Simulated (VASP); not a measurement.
Cd: electric field gradients with PBEsol

Cd:

```
CELL_PARAMETERS angstrom
2.97887 0.00000 0.00000
-1.48944 2.57978 0.00000
0.00000 0.00000 5.61765
ATOMIC_POSITIONS crystal
Cd 0.33333 0.66667 0.25000
Cd 0.66667 0.33333 0.75000
```

- Program: VASP 6.6.1
- Task: electric field gradients
- Functional: PBEsol
- Potentials or basis: VASP PAW PBE potentials, release 64 (Cd)
- Cutoff: 520 eV
- k mesh: 16 × 16 × 7
- Occupations: fermi-dirac, width 0.05 eV
- Spin: no spin polarisation
- Dipole correction: no
- Further INCAR settings: ALGO = Normal; EDIFF = 1e-08; NBANDS = 19

```yaml
Pressure: -1.2 GPa
Band_gap_on_the_k_mesh: zero (bands 12 and 13 overlap by 3.93 eV)
Largest_electric_field_gradient_by_atom: Cd +79.6 V/Å²
```

Stress tensor (GPa, compression positive):
```
-1.14  0.00  0.00
 0.00 -1.14  0.00
 0.00  0.00 -1.37
```

Levels at points of the mesh, in eV from the Fermi level:
| k point | band 10 | band 11 | band 12 | band 13 | band 14 | band 15 |
| --- | --- | --- | --- | --- | --- | --- |
| (0.00, 0.00, 0.00) | -8.42 | -8.42 | -3.08 | -3.05 | 10.53 | 14.44 |
| (0.50, 0.00, 0.00) | -8.13 | -2.37 | -1.87 | 1.95 | 3.00 | 3.15 |

Electric field gradients, principal values (V/Å²):
```csv
atom,least,middle,greatest (by size)
1 Cd,-39.794,-39.796,79.590
2 Cd,-39.794,-39.796,79.590
```

Wall time 120 s on 1 thread of Oxide Virtual Turin-like Processor, with other jobs on the host, peak memory 0.18 GiB.

Caveat: without QUAD_EFG the Cq values of the log hold for a quadrupole moment of 1 mb, not for the nuclei; the PAW data sets were made with another functional, which shifts forces and pressure a little.
